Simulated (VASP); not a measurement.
# InSb: electric field gradients with LDA

The system is InSb.

```
CELL_PARAMETERS angstrom
5.33908 0.00000 0.00000
0.00000 5.69290 0.00000
0.00000 0.00000 3.05276
ATOMIC_POSITIONS crystal
In 0.00000 0.00000 0.00000
In 0.50000 0.50000 0.00000
Sb 0.50000 0.00000 0.83500
Sb 0.00000 0.50000 0.16500
```

This cell differs from its parent crystal: volume scaled by 0.99.

```json
{
  "Program": "VASP 6.6.1",
  "Task": "electric field gradients",
  "Functional": "LDA",
  "Potentials or basis": "VASP PAW LDA potentials, release 64 (In_d, Sb)",
  "Cutoff": "520 eV",
  "k mesh": "6 × 6 × 11",
  "Occupations": "fermi-dirac, width 0.08 eV",
  "Spin": "no spin polarisation",
  "Dipole correction": "no",
  "Further INCAR settings": "ALGO = Normal; EDIFF = 1e-08; NBANDS = 26"
}
```

| Property | Result |
| --- | --- |
| Pressure | 13.0 GPa |
| Largest force | 0.641 eV/Å |
| Band gap on the k mesh | zero (band 18 reaches 11.23 eV, above the bottom of band 19 at 7.87 eV) |

Forces on the atoms (eV/Å):
```
In   0.000  0.000  0.256
In   0.000  0.000 -0.256
Sb   0.000  0.000 -0.641
Sb   0.000  0.000  0.641
```

Stress tensor (GPa, compression positive):
```
24.52  0.00  0.00
 0.00  9.88  0.00
 0.00  0.00  4.52
```

Levels at points of the mesh, in eV from the Fermi level:
```
           k point  band 16  band 17  band 18  band 19  band 20  band 21
(0.00, 0.00, 0.00)    -2.99    -2.69    -2.23     3.12     4.33     4.33
(0.50, 0.00, 0.00)    -4.49     1.00     1.00     4.33     4.33     4.68
(0.00, 0.50, 0.00)    -4.67    -0.38    -0.38     3.88     3.88     4.54
(0.50, 0.50, 0.00)    -0.40     1.30     1.30     2.42     2.42     2.76
```

Electric field gradients, principal values (V/Å²):
```tsv
atom	least	middle	greatest (by size)
1 In	13.097	72.518	-85.615
2 In	13.097	72.518	-85.615
3 Sb	-71.648	-83.851	155.499
4 Sb	-71.648	-83.851	155.499
```

Run time: 110 s on 1 thread of Intel(R) Xeon(R) 6975P-C (Granite Rapids) (shared host), peak memory 0.31 GiB.

Caveat: without QUAD_EFG the Cq values of the log hold for a quadrupole moment of 1 mb, not for the nuclei; spin-orbit coupling is left out, which moves the levels of the heavy elements.
